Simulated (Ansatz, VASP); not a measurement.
One calculation of NaCl, two programs

```
Na Cl
1.0
     0.00000    2.71848    2.60521
     2.71848    0.00000    2.60521
     2.71848    2.71848    0.00000
Na Cl
1 1
Direct
  0.00000 0.00000 0.00000
  0.50000 0.50000 0.50000
```

Change from the starting cell: strain -0.040 along x and y, -0.080 along z, atoms carried along.

Alike in both runs: task single point; functional r2SCAN; k mesh 8 × 8 × 8; occupations gaussian, width 0.05 eV; no spin polarisation.

```csv
,VASP,Ansatz
version,VASP 6.6.1,Ansatz 0.2.0
potentials or method,"VASP PAW PBE potentials, release 64 (Na_pv, Cl), cutoff 520 eV","scalar-relativistic, plane waves, PAW"
valence electrons in the cell,14,16
```

|  | VASP | Ansatz | Ansatz less VASP |
| --- | --- | --- | --- |
| gap on the k mesh at the Fermi level (eV) | 6.62 | 6.59 | -0.025 |
| least direct gap on the mesh (eV) | 6.62 | 6.59 | -0.025 |
| pressure (GPa) | 5.0 | 5.3 | +0.33 |
| traceless stress, the component that is largest in VASP (GPa) | 2.81 | 2.81 | +0.006 |

VASP's potentials were made for PBE, not for r2SCAN. With one functional, cell and mesh, what is left measures potentials, basis and numerics. VASP's potentials hold 14 valence electrons a cell and Ansatz's 16, so a difference there can come from the potentials and not from the codes.
